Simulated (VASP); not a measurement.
# BaSr2 in VASP: notebook

Runs on BaSr2. Level: PBE. Tasks: single point.

Everything below comes from runs of VASP 6.6.1. Logs are shortened: lines on timing, memory, paths and dates and some standing lists are left out, and cuts for length are marked.

## 1. The cell of the first run

The typed cell holds 6 atoms: a = 6.921 Å, b = 6.921 Å, c = 8.282 Å, α = 90.00°, β = 90.00°, γ = 120.00°.

The cell was generated, and may not be a known phase.

## 2. Single point, PBE

INCAR

```
PREC = Accurate ; ENCUT = 520
EDIFF = 1E-6 ; ISMEAR = 0
SIGMA = 0.1 ; LREAL = False
LASPH = True ; NELM = 100
ALGO = Fast ; ISIF = 2
LWAVE = False ; LCHARG = False
GGA = PE ; NBANDS = 39
```

KPOINTS

```
Automatic mesh
0
Gamma
  6 6 2
```

POSCAR

```
BaSr2
1.0
    6.9205976074      0.0000000037      0.0000000000
   -3.4602988069      5.9934133355      0.0000000000
    0.0000000000      0.0000000000      8.2817318726
Ba Sr
2 4
Direct
    0.3333333333      0.6666666667      0.1954783624
    0.6666666667      0.3333333333      0.6954783624
    0.0000000000      0.0000000000      0.4454017587
    0.0000000000      0.0000000000      0.9454017587
    0.3333333333      0.6666666667      0.6956037989
    0.6666666667      0.3333333333      0.1956037989
```

Potentials or basis: VASP PAW PBE potentials, release 64 (Ba_sv, Sr_sv).

Command:

```console
$ cat potpaw_PBE.64/Ba_sv/POTCAR potpaw_PBE.64/Sr_sv/POTCAR > POTCAR
$ mpirun -np 1 vasp_std > vasp.out
```

OUTCAR:

```text
PREC = Accurate
   ENCUT = 520
   EDIFF = 1E-6
   ISMEAR = 0
   LREAL = False
   LASPH = True
   NELM = 100
   ISIF = 2
   GGA = PE

 ion  position               nearest neighbor table
   1  0.333  0.667  0.195-   6 4.00   6 4.00   6 4.00   5 4.14   5 4.14   3 4.50   3 4.50   3 4.50
                             4 4.50   4 4.50   4 4.50
   2  0.667  0.333  0.695-   5 4.00   5 4.00   5 4.00   6 4.14   6 4.14   4 4.50   4 4.50   4 4.50
                             3 4.50   3 4.50   3 4.50
   3  0.000  0.000  0.445-   4 4.14   4 4.14   6 4.50   6 4.50   6 4.50   1 4.50   1 4.50   1 4.50
                             2 4.50   2 4.50   2 4.50   5 4.50   5 4.50   5 4.50
   4  0.000  0.000  0.945-   3 4.14   3 4.14   5 4.50   5 4.50   5 4.50   2 4.50   2 4.50   2 4.50
                             1 4.50   1 4.50   1 4.50   6 4.50   6 4.50   6 4.50
   5  0.333  0.667  0.696-   2 4.00   2 4.00   2 4.00   1 4.14   1 4.14   4 4.50   4 4.50   4 4.50
                             3 4.50   3 4.50   3 4.50
   6  0.667  0.333  0.196-   1 4.00   1 4.00   1 4.00   2 4.14   2 4.14   3 4.50   3 4.50   3 4.50
                             4 4.50   4 4.50   4 4.50

  LATTYP: Found a hexagonal cell.
 ALAT       =     6.9205976074
 C/A-ratio  =     1.1966787180

  Lattice vectors:

 A1 = (   6.9205976074,   0.0000000037,   0.0000000000)
 A2 = (  -3.4602988069,   5.9934133355,   0.0000000000)
 A3 = (   0.0000000000,   0.0000000000,   8.2817318726)

Analysis of symmetry for initial positions (statically):
=====================================================================
 Subroutine PRICEL returns:
 Original cell was already a primitive cell.

 Routine SETGRP: Setting up the symmetry group for a
 hexagonal supercell.

 Subroutine GETGRP returns: Found 12 space group operations
 (whereof  6 operations were pure point group operations)
 out of a pool of 24 trial point group operations.

The static configuration has the point symmetry C_3v.
 The point group associated with its full space group is C_6v.

Analysis of symmetry for dynamics (positions and initial velocities):
=====================================================================
 Subroutine PRICEL returns:
 Original cell was already a primitive cell.

 Routine SETGRP: Setting up the symmetry group for a
 hexagonal supercell.

 Subroutine GETGRP returns: Found 12 space group operations
 (whereof  6 operations were pure point group operations)
 out of a pool of 24 trial point group operations.

The dynamic configuration has the point symmetry C_3v.
 The point group associated with its full space group is C_6v.

 Subroutine INISYM returns: Found 12 space group operations
 (whereof  6 operations are pure point group operations),
 and found     1 'primitive' translations

----------------------------------------------------------------------------------------

                                     Primitive cell

  volume of cell :     343.5097

  direct lattice vectors                    reciprocal lattice vectors
     6.920597607  0.000000004  0.000000000     0.144496192  0.083424915  0.000000000
    -3.460298807  5.993413335  0.000000000    -0.000000000  0.166849831  0.000000000
     0.000000000  0.000000000  8.281731873     0.000000000  0.000000000  0.120747691

  length of vectors
     6.920597607  6.920597607  8.281731873     0.166849831  0.166849831  0.120747691

  position of ions in fractional coordinates (direct lattice)
     0.333333333  0.666666667  0.195478362
     0.666666667  0.333333333  0.695478362
     0.000000000  0.000000000  0.445401759
     0.000000000  0.000000000  0.945401759
     0.333333333  0.666666667  0.695603799
     0.666666667  0.333333333  0.195603799

  ion indices of the primitive-cell ions
   primitive index   ion index
                 1           1
                 2           2
                 3           3
                 4           4
                 5           5
                 6           6

----------------------------------------------------------------------------------------

 KPOINTS: Automatic mesh

Automatic generation of k-mesh.
 Grid dimensions read from file:
 generate k-points for:    6    6    2

 Generating k-lattice:

  Cartesian coordinates                     Fractional coordinates (reciprocal lattice)
     0.024082699  0.013904153  0.000000000     0.166666667  0.000000000  0.000000000
    -0.000000000  0.027808305  0.000000000     0.000000000  0.166666667  0.000000000
     0.000000000  0.000000000  0.060373845     0.000000000  0.000000000  0.500000000

  Length of vectors
     0.027808305  0.027808305  0.060373845

  Shift w.r.t. Gamma in fractional coordinates (k-lattice)
     0.000000000  0.000000000  0.000000000

 Subroutine IBZKPT returns following result:
 ===========================================

 Found     14 irreducible k-points:

 Following reciprocal coordinates:
            Coordinates               Weight
  0.000000  0.000000  0.000000      1.000000
  0.166667  0.000000  0.000000      6.000000
  0.333333  0.000000  0.000000      6.000000
  0.500000  0.000000  0.000000      3.000000
  0.166667  0.166667  0.000000      6.000000
  0.333333  0.166667  0.000000     12.000000
  0.333333  0.333333  0.000000      2.000000
  0.000000  0.000000  0.500000      1.000000
  0.166667  0.000000  0.500000      6.000000
  0.333333  0.000000  0.500000      6.000000
  0.500000  0.000000  0.500000      3.000000
  0.166667  0.166667  0.500000      6.000000
  0.333333  0.166667  0.500000     12.000000
  0.333333  0.333333  0.500000      2.000000
   k-points           NKPTS =     14   k-points in BZ     NKDIM =     14   number of bands    NBANDS=     39
   number of dos      NEDOS =    301   number of ions     NIONS =      6
   total plane-waves  NPLWV = 186624
   dimension x,y,z NGX =    54 NGY =   54 NGZ =   64
   dimension x,y,z NGXF=   108 NGYF=  108 NGZF=  128
   ions per type =               2   4
   NGX,Y,Z   is equivalent  to a cutoff of  12.97, 12.97, 12.85 a.u.
   NGXF,Y,Z  is equivalent  to a cutoff of  25.94, 25.94, 25.69 a.u.
 SYSTEM =  unknown system
   PREC   = accura    normal or accurate (medium, high low for compatibility)
   ISTART =      0    job   : 0-new  1-cont  2-samecut
   ICHARG =      2    charge: 1-file 2-atom 10-const
   ISPIN  =      1    spin polarized calculation?
   LNONCOLLINEAR =      F non collinear calculations
   LSORBIT =      F    spin-orbit coupling
   LASPH  =      T    aspherical Exc in radial PAW
   ENCUT  =  520.0 eV  38.22 Ry    6.18 a.u.  12.87 12.87 15.40*2*pi/ulx,y,z
   NELM   =    100;   NELMIN=  2; NELMDL= -5     # of ELM steps
   EDIFF  = 0.1E-05   stopping-criterion for ELM
   LREAL  =      F    real-space projection
   EDIFFG = 0.1E-04   stopping-criterion for IOM
   NSW    =      0    number of steps for IOM
   IBRION =     -1    ionic relax: 0-MD 1-quasi-New 2-CG
   NFREE  =      0    steps in history (QN), initial steepest desc. (CG)
   ISIF   =      2    stress and relaxation
   ISYM   =      2    0-nonsym 1-usesym 2-fastsym
   POTIM  = 0.5000    time-step for ionic-motion
   TEBEG  =    0.0;   TEEND  =   0.0 temperature during run
   PSTRESS=    0.0 pullay stress
   NELECT =      60.0000    total number of electrons
   NUPDOWN=      -1.0000    fix difference up-down
   EMIN   =  10.00;   EMAX   =-10.00  energy-range for DOS
   EFERMI =   0.00;   METHOD = LEGACY
   ISMEAR =     0;   SIGMA  =   0.10  broadening in eV -4-tet -1-fermi 0-gaus
   EFERMI_NEDOS =   21; number of points for ismear=-14 and -15
   IALGO  =     68    algorithm
   IMIX   =      4    mixing-type and parameters
     AMIX     =   0.40;   BMIX     =  1.00
     AMIX_MAG =   1.60;   BMIX_MAG =  1.00
  volume/ion in A,a.u.               =      57.25       386.35
  Fermi-wavevector in a.u.,A,eV,Ry     =   0.915122  1.729330 11.394171  0.837448
  Thomas-Fermi vector in A             =   2.039827
   LORBIT       =      0    0 simple, 1 ext, 2 COOP (PROOUT), +10 PAW based schemes
   GGA     = PE    functional components
   LHFCALC =     F    Hartree Fock is set to
   AEXX    =    0.0000 exact exchange contribution
   IVDW    =     0    specifies the selected vdW correction
   LEPSILON=     F    determine dielectric tensor
   LRPA    =     F    only Hartree local field effects (RPA)
 non-spin polarized calculation
 RMM-DIIS sequential band-by-band and
 Gauss-broadening in eV      SIGMA  =   0.10
  energy-cutoff  :      520.00
  volume of cell :      343.51
 maximum number of plane-waves:      9282
 NGX is ok and might be reduce to    54
   NGX = 25   NGY = 25   NGZ = 31

 number of electron      60.0000002 magnetization

 Free energy of the ion-electron system (eV)
  ---------------------------------------------------
  ext. energy  EPLUGINS =         0.00000000
  ---------------------------------------------------
  free energy    TOTEN  =       -10.05880191 eV

  energy without entropy =      -10.01434714  energy(sigma->0) =      -10.03657453

 E-fermi :   1.6188     XC(G=0):  -7.3908

 val. band max:        1.5951053885   @ k =   0.1667   0.1667   0.0000
 cond. band min:       1.6460502326   @ k =   0.1667   0.0000   0.5000
 fundamental gap:      0.0509448441
 Fermi energy:         1.6188154805

 k-point     1 :       0.0000    0.0000    0.0000
  band No.  band energies     occupation
      1     -35.0203      2.00000
      2     -35.0198      2.00000
      3     -34.9832      2.00000
      4     -34.9765      2.00000
      5     -27.1942      2.00000
      6     -27.1932      2.00000
[... 31 lines left out ...]
     38       3.1342      0.00000
     39       3.1386      0.00000

 k-point     2 :       0.1667    0.0000    0.0000
  band No.  band energies     occupation
      1     -35.0202      2.00000
      2     -35.0198      2.00000
      3     -34.9833      2.00000
      4     -34.9765      2.00000
      5     -27.1941      2.00000
      6     -27.1933      2.00000
[... 493 lines left out ...]
     38       2.9499      0.00000
     39       3.1075      0.00000

 k-point    14 :       0.3333    0.3333    0.5000
  band No.  band energies     occupation
      1     -35.0199      2.00000
      2     -35.0199      2.00000
      3     -34.9800      2.00000
      4     -34.9800      2.00000
      5     -27.1939      2.00000
      6     -27.1939      2.00000
[... 31 lines left out ...]
     38       2.8227      0.00000
     39       3.0143      0.00000

------------------------ aborting loop because EDIFF is reached ----------------------------------------

  FORCE on cell =-STRESS in cart. coord.  units (eV):
  Direction    XX          YY          ZZ          XY          YZ          ZX
  --------------------------------------------------------------------------------------
  -------------------------------------------------------------------------------------
  Total        0.2996552      0.2996552      0.0033078      0.0000000      0.0000000      0.0000000
  in kB        1.3976337      1.3976337      0.0154281      0.0000000      0.0000000      0.0000000
  external PRESSURE =       0.9368985 kB  Pullay stress =       0.0000000 kB

 VOLUME and BASIS-vectors are now :
 -----------------------------------------------------------------------------
  energy-cutoff  :      520.00
  volume of cell :      343.51
      direct lattice vectors                 reciprocal lattice vectors
     6.920597607  0.000000004  0.000000000     0.144496192  0.083424915  0.000000000
    -3.460298807  5.993413335  0.000000000    -0.000000000  0.166849831  0.000000000
     0.000000000  0.000000000  8.281731873     0.000000000  0.000000000  0.120747691

 POSITION                                       TOTAL-FORCE (eV/Angst)
 -----------------------------------------------------------------------------------
     -0.00000      3.99561      1.61890         0.000000      0.000000      0.001123
      3.46030      1.99780      5.75977        -0.000000     -0.000000      0.001123
      0.00000      0.00000      3.68870        -0.000000      0.000000      0.000774
      0.00000      0.00000      7.82956         0.000000      0.000000      0.000774
     -0.00000      3.99561      5.76080         0.000000     -0.000000     -0.001897
      3.46030      1.99780      1.61994        -0.000000      0.000000     -0.001897
 -----------------------------------------------------------------------------------
    total drift:                               -0.000001      0.000000     -0.000161

  FREE ENERGIE OF THE ION-ELECTRON SYSTEM (eV)
  ---------------------------------------------------
  free  energy   TOTEN  =       -10.0588019135 eV

  energy  without entropy=      -10.0143471374  energy(sigma->0) =      -10.03657453
```

Wall time 21 min (1 thread of Intel Xeon 8259CL, shared host); peak memory 0.55 GiB.

What came out:

```yaml
Free_energy: -10.0588 eV
Pressure: 0.1 GPa
Band_gap_on_the_k_mesh: zero (bands 30 and 31 overlap by 0.12 eV)
```

Caveat: the k points lie up to 0.38 Å⁻¹ apart; spin-orbit coupling is left out, which moves the levels of the heavy elements.

## 3. Single point, PBE

INCAR

```
PREC = Accurate
ENCUT = 520
EDIFF = 1E-7
ISMEAR = 0
SIGMA = 0.1
LREAL = False
LASPH = True
NELM = 100
ALGO = Fast
ISIF = 2
LWAVE = False
LCHARG = False
GGA = PE
NBANDS = 39
```

KPOINTS

```
regular mesh
0
Gamma
  6 6 6
```

POSCAR

```
BaSr2
1.0
    6.9704633882      0.0000000000      0.0000000000
   -3.4852316941      6.0365983704      0.0000000000
    0.0000000000      0.0000000000      8.1787639675
Ba Sr
2 4
Direct
    0.3333333333      0.6666666667      0.7500000000
    0.6666666667      0.3333333333      0.2500000000
    0.0000000000      0.0000000000      0.0000000000
    0.0000000000      0.0000000000      0.5000000000
    0.3333333333      0.6666666667      0.2500000000
    0.6666666667      0.3333333333      0.7500000000
```

Potentials or basis: VASP PAW PBE potentials, release 64 (Ba_sv, Sr_sv).

Command:

```console
$ cat potpaw_PBE.64/Ba_sv/POTCAR potpaw_PBE.64/Sr_sv/POTCAR > POTCAR
$ mpirun -np 1 vasp_std > vasp.out
```

Wall time 58 min (1 thread of Intel Xeon 8259CL, shared host); peak memory 0.67 GiB.

The run converged. Its results:

```yaml
Free_energy: -10.0761 eV
Pressure: 0.0 GPa
Band_gap_on_the_k_mesh: zero (bands 30 and 31 overlap by 0.10 eV)
```

Levels at points of the mesh, in eV from the Fermi level:
```csv
k point,band 27,band 28,band 29,band 30,band 31,band 32,band 33,band 34
"(0.00, 0.00, 0.00)",-0.56,-0.20,-0.15,-0.15,0.05,0.05,0.07,0.07
"(0.50, 0.00, 0.00)",-1.10,-0.81,-0.42,-0.17,0.17,0.22,0.44,0.50
"(0.00, 0.00, 0.50)",-0.06,-0.06,-0.06,-0.06,0.35,0.35,0.37,0.37
"(0.50, 0.00, 0.50)",-1.41,-1.41,-0.30,-0.30,0.13,0.13,0.77,0.77
```

Caveat: spin-orbit coupling is left out, which moves the levels of the heavy elements.

## 4. Single point, PBE

INCAR

```
SYSTEM = BaSr2
  PREC = Accurate
  ENCUT = 520
  EDIFF = 1E-6
  ISMEAR = 0
  SIGMA = 0.1
  LREAL = .FALSE.
  LASPH = .TRUE.
  NELM = 60
  ALGO = Fast
  ISIF = 2
  LWAVE = .FALSE.
  LCHARG = .FALSE.
  GGA = PE
  NBANDS = 39
```

KPOINTS

```
regular mesh
0
G
  6 6 6
  0 0 0
```

POSCAR is that of step 3.

Command:

```console
$ cat potpaw_PBE.64/Ba_sv/POTCAR potpaw_PBE.64/Sr_sv/POTCAR > POTCAR
$ mpirun -np 1 vasp_std > vasp.out
```

Run time: 42 min. Hardware: 1 thread of Intel Xeon 8259CL, shared host; peak memory 0.66 GiB.

Results (log left out):

| Property | Result |
| --- | --- |
| Free energy | -10.0761 eV |
| Pressure | 0.0 GPa |
| Band gap on the k mesh | zero (bands 30 and 31 overlap by 0.10 eV) |

Levels at points of the mesh, in eV from the Fermi level:
```tsv
k point	band 27	band 28	band 29	band 30	band 31	band 32	band 33	band 34
(0.00, 0.00, 0.00)	-0.56	-0.20	-0.15	-0.15	0.05	0.05	0.07	0.07
(0.50, 0.00, 0.00)	-1.10	-0.81	-0.42	-0.17	0.17	0.22	0.44	0.50
(0.00, 0.00, 0.50)	-0.06	-0.06	-0.06	-0.06	0.35	0.35	0.37	0.37
(0.50, 0.00, 0.50)	-1.41	-1.41	-0.30	-0.30	0.13	0.13	0.77	0.77
```

Caveat: spin-orbit coupling is left out, which moves the levels of the heavy elements.

## 5. Summary

| cell | k mesh | further INCAR settings | gap on the mesh (eV) | pressure (GPa) |
| --- | --- | --- | --- | --- |
| a = 6.921, b = 6.921, c = 8.282 Å, angles 90.0, 90.0, 120.0°, 6 atoms, atomic positions A | 6 × 6 × 2 | ALGO = Fast; EDIFF = 1e-06; NBANDS = 39 | none | 0.1 |
| a = 6.970, b = 6.970, c = 8.179 Å, angles 90.0, 90.0, 120.0°, 6 atoms, atomic positions B | 6 × 6 × 6 | ALGO = Fast; EDIFF = 1e-07; NBANDS = 39 | none | 0.0 |
| a = 6.970, b = 6.970, c = 8.179 Å, angles 90.0, 90.0, 120.0°, 6 atoms, atomic positions B | 6 × 6 × 6 | ALGO = Fast; EDIFF = 1e-06; NBANDS = 39 | none | 0.0 |

Alike in all rows: task single point; level PBE; potentials or basis VASP PAW PBE potentials, release 64 (Ba_sv, Sr_sv); no spin polarisation; cutoff (eV) 520; smearing gaussian 0.1 eV.

Caveats: some runs use coarse meshes; spin-orbit coupling is left out, which moves the levels of the heavy elements.

Total energies depend on the potentials used, so only differences within one code and one set of settings carry meaning.

The gap in the log of VASP goes by the Fermi energy; the results here count the filled bands.